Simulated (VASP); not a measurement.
Set up this calculation in VASP 6.6.1, as the native input.

```yaml
Task: single point
Functional: PBE
Potentials_or_basis: VASP PAW PBE potentials, release 64 (Lu)
Cutoff: 520 eV
k_mesh: 10 × 10 × 10
Occupations: fermi-dirac, width 0.05 eV
Spin: no spin polarisation
Dipole_correction: no
Further_INCAR_settings: ALGO = Normal; EDIFF = 1e-07; NBANDS = 44
```

The structure of Lu lies in POSCAR:

```
Lu
1.0
    1.6159537418      0.9329713278      7.8769130032
   -1.6159537418      0.9329713278      7.8769130032
    0.0000000000     -1.8659426556      7.8769130032
Lu
3
Direct
    0.0000000000      0.0000000000      0.0000000000
    0.7783086100      0.7783086100      0.7783086100
    0.2216913900      0.2216913900      0.2216913900
```

These files were run (other wordings do the same):

INCAR

```
SYSTEM = Lu
ALGO = Normal
EDIFF = 1E-7
ENCUT = 520
GGA = PE
ISIF = 2
ISMEAR = -1
LASPH = .TRUE.
LCHARG = .FALSE.
LREAL = .FALSE.
LWAVE = .FALSE.
NBANDS = 44
NELM = 60
PREC = Accurate
SIGMA = 0.05
```

KPOINTS

```
k-points
0
G
  10 10 10
  0 0 0
```

Potentials or basis: VASP PAW PBE potentials, release 64 (Lu).

Command:

```console
$ cat potpaw_PBE.64/Lu/POTCAR > POTCAR
$ mpirun -np 1 vasp_std > vasp.out
```

It gave:

```yaml
Pressure: 12.4 GPa
Largest_force: 0.116 eV/Å
Band_gap_on_the_k_mesh: zero (an odd number of electrons rules out a gap without spin polarisation)
```

Caveat: the cell stands under pressure; spin-orbit coupling is left out, which moves the levels of the heavy elements.

It took 34 min on 1 thread of Intel(R) Xeon(R) Platinum 8559C (Emerald Rapids), with other jobs on the host, peak memory 0.67 GiB.
